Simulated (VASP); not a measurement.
# CuSn3 (I4/mmm) in VASP: notebook

CuSn3 is run at these levels: PBEsol; tasks: single point.

All numbers are computed with VASP 6.6.1; they aren't measurements. Logs are shortened: lines on timing, memory, paths and dates and some standing lists are left out, and cuts for length are marked.

**1. The cell of the first run**

Symmetry: I4/mmm, No. 139, tetragonal system. The conventional cell has a = 4.509 Å, b = 4.509 Å, c = 9.806 Å, α = 90.00°, β = 90.00°, γ = 90.00°. Within 4.2 Å of Sn (site symmetry 4/mmm) lie 4 Cu at 3.19 Å and 8 Sn at 3.33 Å. Sn (site symmetry -4m2) has 8 Sn at 3.19 to 3.33 Å and 4 Cu at 3.33 Å within 4.2 Å. Within 4.2 Å of Cu (site symmetry 4/mmm) lie 12 Sn at 3.19 to 3.33 Å.

**2. Single point, PBEsol (24.93 Å³/atom)**

INCAR reads:

```
PREC = Accurate
ENCUT = 520
EDIFF = 1E-6
ISMEAR = -1
SIGMA = 0.05
LREAL = False
LASPH = True
NELM = 80
ALGO = Fast
ISIF = 2
LWAVE = False
LCHARG = False
GGA = PS
NBANDS = 34
```

KPOINTS reads:

```
regular mesh
0
Gamma
  8 8 8
```

POSCAR reads:

```
CuSn3
1.0
   -2.2547372270      2.2547372270      4.9029612579
    2.2547372270     -2.2547372270      4.9029612579
    2.2547372270      2.2547372270     -4.9029612579
Sn Cu
3 1
Direct
    0.5000000000      0.5000000000      0.0000000000
    0.2500000000      0.7500000000      0.5000000000
    0.7500000000      0.2500000000      0.5000000000
    0.0000000000      0.0000000000      0.0000000000
```

Potentials or basis: VASP PAW PBE potentials, release 64 (Sn_d, Cu).

Command:

```bash
$ cat potpaw_PBE.64/Sn_d/POTCAR potpaw_PBE.64/Cu/POTCAR > POTCAR
$ mpirun -np 1 vasp_std > vasp.out
```

OUTCAR:

```text
PREC = Accurate
   ENCUT = 520
   EDIFF = 1E-6
   ISMEAR = -1
   LREAL = False
   LASPH = True
   NELM = 80
   ISIF = 2
   GGA = PS

 ion  position               nearest neighbor table
   1  0.500  0.500  0.000-   4 3.19   4 3.19   4 3.19   4 3.19   3 3.33   2 3.33   3 3.33   2 3.33
                             2 3.33   2 3.33   3 3.33   3 3.33
   2  0.250  0.750  0.500-   3 3.19   3 3.19   3 3.19   3 3.19   1 3.33   1 3.33   1 3.33   1 3.33

   3  0.750  0.250  0.500-   2 3.19   2 3.19   2 3.19   2 3.19   1 3.33   1 3.33   1 3.33   1 3.33

   4  0.000  0.000  0.000-   1 3.19   1 3.19   1 3.19   1 3.19

  LATTYP: Found a body centered tetragonal cell.
 ALAT       =     4.5094744540
 C/A-ratio  =     2.1745155929

  Lattice vectors:

 A1 = (  -2.2547372270,   2.2547372270,   4.9029612579)
 A2 = (   2.2547372270,  -2.2547372270,   4.9029612579)
 A3 = (   2.2547372270,   2.2547372270,  -4.9029612579)

Analysis of symmetry for initial positions (statically):
=====================================================================
 Subroutine PRICEL returns:
 Original cell was already a primitive cell.

 Routine SETGRP: Setting up the symmetry group for a
 body centered tetragonal supercell.

 Subroutine GETGRP returns: Found 16 space group operations
 (whereof 16 operations were pure point group operations)
 out of a pool of 16 trial point group operations.

The static configuration has the point symmetry D_4h.

Analysis of symmetry for dynamics (positions and initial velocities):
=====================================================================
 Subroutine PRICEL returns:
 Original cell was already a primitive cell.

 Routine SETGRP: Setting up the symmetry group for a
 body centered tetragonal supercell.

 Subroutine GETGRP returns: Found 16 space group operations
 (whereof 16 operations were pure point group operations)
 out of a pool of 16 trial point group operations.

The dynamic configuration has the point symmetry D_4h.

 Subroutine INISYM returns: Found 16 space group operations
 (whereof 16 operations are pure point group operations),
 and found     1 'primitive' translations

----------------------------------------------------------------------------------------

                                     Primitive cell

  volume of cell :      99.7035

  direct lattice vectors                    reciprocal lattice vectors
    -2.254737227  2.254737227  4.902961258     0.000000000  0.221755331  0.101979186
     2.254737227 -2.254737227  4.902961258     0.221755331  0.000000000  0.101979186
     2.254737227  2.254737227 -4.902961258     0.221755331  0.221755331  0.000000000

  length of vectors
     5.848650188  5.848650188  5.848650188     0.244080276  0.244080276  0.313609397

  position of ions in fractional coordinates (direct lattice)
     0.500000000  0.500000000  0.000000000
     0.250000000  0.750000000  0.500000000
     0.750000000  0.250000000  0.500000000
     0.000000000  0.000000000  0.000000000

  ion indices of the primitive-cell ions
   primitive index   ion index
                 1           1
                 2           2
                 3           3
                 4           4

----------------------------------------------------------------------------------------

 KPOINTS: regular mesh

Automatic generation of k-mesh.
 Grid dimensions read from file:
 generate k-points for:    8    8    8

 Generating k-lattice:

  Cartesian coordinates                     Fractional coordinates (reciprocal lattice)
     0.000000000  0.027719416  0.012747398     0.125000000 -0.000000000  0.000000000
     0.027719416  0.000000000  0.012747398    -0.000000000  0.125000000  0.000000000
     0.027719416  0.027719416  0.000000000     0.000000000  0.000000000  0.125000000

  Length of vectors
     0.030510035  0.030510035  0.039201175

  Shift w.r.t. Gamma in fractional coordinates (k-lattice)
     0.000000000  0.000000000  0.000000000

 Subroutine IBZKPT returns following result:
 ===========================================

 Found     59 irreducible k-points:

 Following reciprocal coordinates:
            Coordinates               Weight
  0.000000  0.000000  0.000000      1.000000
  0.125000  0.000000  0.000000      8.000000
  0.250000  0.000000  0.000000      8.000000
  0.375000  0.000000  0.000000      8.000000
  0.500000  0.000000  0.000000      4.000000
  0.125000  0.125000  0.000000      8.000000
[... 16 lines left out ...]
  0.250000  0.125000  0.125000     16.000000
  0.375000  0.125000  0.125000      8.000000
 [... further k-points ...]
   k-points           NKPTS =     59   k-points in BZ     NKDIM =     59   number of bands    NBANDS=     34
   number of dos      NEDOS =    301   number of ions     NIONS =      4
   total plane-waves  NPLWV = 110592
   dimension x,y,z NGX =    48 NGY =   48 NGZ =   48
   dimension x,y,z NGXF=    96 NGYF=   96 NGZF=   96
   ions per type =               3   1
   NGX,Y,Z   is equivalent  to a cutoff of  13.64, 13.64, 13.64 a.u.
   NGXF,Y,Z  is equivalent  to a cutoff of  27.29, 27.29, 27.29 a.u.
 SYSTEM =  unknown system
   PREC   = accura    normal or accurate (medium, high low for compatibility)
   ISTART =      0    job   : 0-new  1-cont  2-samecut
   ICHARG =      2    charge: 1-file 2-atom 10-const
   ISPIN  =      1    spin polarized calculation?
   LNONCOLLINEAR =      F non collinear calculations
   LSORBIT =      F    spin-orbit coupling
   LASPH  =      T    aspherical Exc in radial PAW
   ENCUT  =  520.0 eV  38.22 Ry    6.18 a.u.  10.87 10.87 10.87*2*pi/ulx,y,z
   NELM   =     80;   NELMIN=  2; NELMDL= -5     # of ELM steps
   EDIFF  = 0.1E-05   stopping-criterion for ELM
   LREAL  =      F    real-space projection
   EDIFFG = 0.1E-04   stopping-criterion for IOM
   NSW    =      0    number of steps for IOM
   IBRION =     -1    ionic relax: 0-MD 1-quasi-New 2-CG
   NFREE  =      0    steps in history (QN), initial steepest desc. (CG)
   ISIF   =      2    stress and relaxation
   ISYM   =      2    0-nonsym 1-usesym 2-fastsym
   POTIM  = 0.5000    time-step for ionic-motion
   TEBEG  =    0.0;   TEEND  =   0.0 temperature during run
   PSTRESS=    0.0 pullay stress
   NELECT =      53.0000    total number of electrons
   NUPDOWN=      -1.0000    fix difference up-down
   EMIN   =  10.00;   EMAX   =-10.00  energy-range for DOS
   EFERMI =   0.00;   METHOD = LEGACY
   ISMEAR =    -1;   SIGMA  =   0.05  broadening in eV -4-tet -1-fermi 0-gaus
   EFERMI_NEDOS =   21; number of points for ismear=-14 and -15
   IALGO  =     68    algorithm
   IMIX   =      4    mixing-type and parameters
     AMIX     =   0.40;   BMIX     =  1.00
     AMIX_MAG =   1.60;   BMIX_MAG =  1.00
  volume/ion in A,a.u.               =      24.93       168.21
  Fermi-wavevector in a.u.,A,eV,Ry     =   1.326162  2.506083 23.928654  1.758706
  Thomas-Fermi vector in A             =   2.455570
   LORBIT       =      0    0 simple, 1 ext, 2 COOP (PROOUT), +10 PAW based schemes
   GGA     = PS    functional components
   LHFCALC =     F    Hartree Fock is set to
   AEXX    =    0.0000 exact exchange contribution
   IVDW    =     0    specifies the selected vdW correction
   LEPSILON=     F    determine dielectric tensor
   LRPA    =     F    only Hartree local field effects (RPA)
 non-spin polarized calculation
 RMM-DIIS sequential band-by-band and
  energy-cutoff  :      520.00
  volume of cell :       99.70
 maximum number of plane-waves:      2726
 NGX is ok and might be reduce to    48
   NGX = 21   NGY = 21   NGZ = 21

 number of electron      53.0000007 magnetization

 Free energy of the ion-electron system (eV)
  ---------------------------------------------------
  ext. energy  EPLUGINS =         0.00000000
  ---------------------------------------------------
  free energy    TOTEN  =       -16.06134239 eV

  energy without entropy =      -16.04471128  energy(sigma->0) =      -16.05302683

 E-fermi :   7.1019     XC(G=0): -10.5096

 val. band max:        7.0606130013   @ k =   0.5000   0.0000   0.0000
 cond. band min:       7.1074720260   @ k =   0.3750   0.2500   0.0000
 fundamental gap:      0.0468590248
 Fermi energy:         7.1018676947

 k-point     1 :       0.0000    0.0000    0.0000
  band No.  band energies     occupation
      1     -14.4083      2.00000
      2     -14.3044      2.00000
      3     -14.3000      2.00000
      4     -14.2534      2.00000
      5     -14.2534      2.00000
      6     -14.2529      2.00000
[... 26 lines left out ...]
     33      11.4970      0.00000
     34      14.9940      0.00000

 k-point     2 :       0.1250    0.0000    0.0000
  band No.  band energies     occupation
      1     -14.3951      2.00000
      2     -14.3023      2.00000
      3     -14.2931      2.00000
      4     -14.2687      2.00000
      5     -14.2643      2.00000
      6     -14.2382      2.00000
[... 26 lines left out ...]
     33      10.9654      0.00000
     34      15.7923      0.00000

 k-point     3 :       0.2500    0.0000    0.0000
  band No.  band energies     occupation
      1     -14.3573      2.00000
      2     -14.2980      2.00000
      3     -14.2822      2.00000
      4     -14.2742      2.00000
      5     -14.2597      2.00000
      6     -14.2286      2.00000
[... 26 lines left out ...]
     33      11.6376      0.00000
     34      14.2300      0.00000

 k-point     4 :       0.3750    0.0000    0.0000
  band No.  band energies     occupation
      1     -14.3029      2.00000
      2     -14.2909      2.00000
      3     -14.2884      2.00000
      4     -14.2498      2.00000
      5     -14.2411      2.00000
      6     -14.2235      2.00000
[... 26 lines left out ...]
     33      12.5472      0.00000
     34      12.7803      0.00000

 k-point     5 :       0.5000    0.0000    0.0000
  band No.  band energies     occupation
      1     -14.2960      2.00000
      2     -14.2855      2.00000
      3     -14.2339      2.00000
      4     -14.2338      2.00000
      5     -14.2277      2.00000
      6     -14.2253      2.00000
[... 621 lines left out ...]
 k-point    22 :       0.1250    0.1250    0.1250
  band No.  band energies     occupation
      1     -14.3486      2.00000
      2     -14.2961      2.00000
      3     -14.2598      2.00000
      4     -14.2578      2.00000
      5     -14.2471      2.00000
      6     -14.2347      2.00000
[... 26 lines left out ...]
     33      12.8050      0.00000
     34      12.8218      0.00000

 k-point    23 :       0.2500    0.1250    0.1250
  band No.  band energies     occupation
      1     -14.3285      2.00000
      2     -14.2953      2.00000
      3     -14.2698      2.00000
      4     -14.2597      2.00000
      5     -14.2464      2.00000
      6     -14.2370      2.00000
[... 26 lines left out ...]
     33      12.6029      0.00000
     34      13.4269      0.00000

 k-point    24 :       0.3750    0.1250    0.1250
  band No.  band energies     occupation
      1     -14.3007      2.00000
      2     -14.2958      2.00000
      3     -14.2877      2.00000
      4     -14.2780      2.00000
      5     -14.2410      2.00000
      6     -14.2288      2.00000
[... 26 lines left out ...]
     33      12.8525      0.00000
     34      13.6325      0.00000

 [... further k-points ...]
[... 5 lines left out ...]
  --------------------------------------------------------------------------------------
  -------------------------------------------------------------------------------------
  Total       -3.0394509     -3.0394509     -3.2409935      0.0000000     -0.0000000      0.0000000
  in kB      -48.8422187    -48.8422187    -52.0808922      0.0000000     -0.0000000      0.0000000
  external PRESSURE =     -49.9217766 kB  Pullay stress =       0.0000000 kB

 VOLUME and BASIS-vectors are now :
 -----------------------------------------------------------------------------
  energy-cutoff  :      520.00
  volume of cell :       99.70
      direct lattice vectors                 reciprocal lattice vectors
    -2.254737227  2.254737227  4.902961258     0.000000000  0.221755331  0.101979186
     2.254737227 -2.254737227  4.902961258     0.221755331  0.000000000  0.101979186
     2.254737227  2.254737227 -4.902961258     0.221755331  0.221755331  0.000000000

 POSITION                                       TOTAL-FORCE (eV/Angst)
 -----------------------------------------------------------------------------------
      0.00000      0.00000      4.90296         0.000000      0.000000      0.000000
      2.25474     -0.00000      2.45148         0.000000     -0.000000      0.000000
     -0.00000      2.25474      2.45148        -0.000000     -0.000000     -0.000000
      0.00000      0.00000      0.00000         0.000000      0.000000      0.000000
 -----------------------------------------------------------------------------------
    total drift:                                0.000000     -0.000000      0.000000

  FREE ENERGIE OF THE ION-ELECTRON SYSTEM (eV)
  ---------------------------------------------------
  free  energy   TOTEN  =       -16.0613423895 eV

  energy  without entropy=      -16.0447112776  energy(sigma->0) =      -16.05302683
```

Wall time 11 min (1 thread of Intel Xeon Platinum 8175M at 2.50GHz (Skylake/Cascade Lake), shared host); peak memory 0.43 GiB.

What came out:

- Free energy: -16.0613 eV
- Pressure: -5.0 GPa
- Band gap on the k mesh: zero (an odd number of electrons rules out a gap without spin polarisation)

Levels at points of the mesh, in eV from the Fermi level:
```csv
k point,band 22,band 23,band 24,band 25,band 26,band 27,band 28,band 29,band 30,band 31
"(0.00, 0.00, 0.00)",-2.54,-2.26,-1.95,-0.96,-0.96,-0.09,-0.09,0.45,1.44,1.51
"(0.50, 0.00, 0.00)",-2.32,-2.19,-1.91,-0.05,-0.04,0.03,0.27,2.10,2.61,3.18
"(0.50, 0.50, 0.00)",-2.52,-2.17,-2.13,-2.03,-1.96,0.25,0.86,0.87,1.29,6.31
"(0.50, 0.50, 0.50)",-2.27,-2.27,-2.26,-1.99,-0.85,2.74,2.74,2.76,2.79,3.95
```

Caveat: the cell stands under tension; the PAW data sets were made with another functional, which shifts forces and pressure a little; spin-orbit coupling is left out, which moves the levels of the heavy elements.

**3. Single point, PBEsol (25.90 Å³/atom)**

This run uses another cell than the first one, of 25.90 Å³/atom.

INCAR reads:

```
SYSTEM = CuSn3
PREC = Accurate
ENCUT = 520
EDIFF = 1E-6
ISMEAR = -1
SIGMA = 0.05
LREAL = .FALSE.
LASPH = .TRUE.
NELM = 80
ALGO = Fast
ISIF = 2
LWAVE = .FALSE.
LCHARG = .FALSE.
GGA = PS
NBANDS = 34
```

KPOINTS reads:

```
Automatic mesh
0
G
  8 8 8
  0 0 0
```

POSCAR reads:

```
CuSn3
1.0
   -2.2838338198      2.2838338198      4.9662322526
    2.2838338198     -2.2838338198      4.9662322526
    2.2838338198      2.2838338198     -4.9662322526
Sn Cu
3 1
Direct
    0.5000000000      0.5000000000      0.0000000000
    0.2500000000      0.7500000000      0.5000000000
    0.7500000000      0.2500000000      0.5000000000
    0.0000000000      0.0000000000      0.0000000000
```

Potentials or basis: VASP PAW PBE potentials, release 64 (Sn_d, Cu).

Command:

```bash
$ cat potpaw_PBE.64/Sn_d/POTCAR potpaw_PBE.64/Cu/POTCAR > POTCAR
$ mpirun -np 1 vasp_std > vasp.out
```

Run time: 10 min. Hardware: 1 thread of Intel Xeon Platinum 8175M at 2.50GHz (Skylake/Cascade Lake), shared host; peak memory 0.42 GiB.

The run converged. Its results:

* Free energy: -15.9256 eV
* Pressure: -6.3 GPa
* Band gap on the k mesh: zero (an odd number of electrons rules out a gap without spin polarisation)

Stress tensor (GPa, compression positive):
```
-6.23  0.00  0.00
 0.00 -6.23  0.00
 0.00  0.00 -6.52
```

Levels at points of the mesh, in eV from the Fermi level:
```tsv
k point	band 22	band 23	band 24	band 25	band 26	band 27	band 28	band 29	band 30	band 31
(0.00, 0.00, 0.00)	-2.41	-2.16	-1.89	-0.91	-0.91	-0.03	-0.03	0.41	1.43	1.57
(0.50, 0.00, 0.00)	-2.21	-2.09	-1.84	-0.04	-0.03	-0.02	0.31	2.02	2.57	3.10
(0.50, 0.50, 0.00)	-2.40	-2.08	-2.04	-1.95	-1.89	0.24	0.83	0.88	1.32	6.09
(0.50, 0.50, 0.50)	-2.16	-2.16	-2.16	-1.94	-0.87	2.66	2.68	2.68	2.72	3.80
```

Caveat: the cell stands under tension; the PAW data sets were made with another functional, which shifts forces and pressure a little; spin-orbit coupling is left out, which moves the levels of the heavy elements.

The gap in the log of VASP goes by the Fermi energy; the results here count the filled bands.